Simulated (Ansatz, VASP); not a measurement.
**Two plane-wave programs on Rb**

```
CELL_PARAMETERS angstrom
4.82695 0.00000 0.00000
-2.41348 4.18026 0.00000
0.00000 0.00000 15.92472
ATOMIC_POSITIONS crystal
Rb 0.00000 0.00000 0.00000
Rb 0.00000 0.00000 0.50000
Rb 0.33333 0.66667 0.25000
Rb 0.66667 0.33333 0.75000
```

Alike in both runs: task single point; functional PBE; k mesh 8 × 8 × 3; occupations fermi-dirac, width 0.1 eV; no spin polarisation.

|  | VASP | Ansatz |
| --- | --- | --- |
| version | VASP 6.6.1 | Ansatz 0.2.0 |
| potentials or method | VASP PAW PBE potentials, release 64 (Rb_sv), cutoff 500 eV | plane waves (420 eV) with PAW, scalar-relativistic |
| valence electrons in the cell | 36 | 36 |

|  | VASP | Ansatz | Ansatz less VASP |
| --- | --- | --- | --- |
| pressure (GPa) | 0.5 | 0.5 | 0.00 |
| traceless stress, the component that is largest in VASP (GPa) | -0.07 | -0.07 | 0.000 |
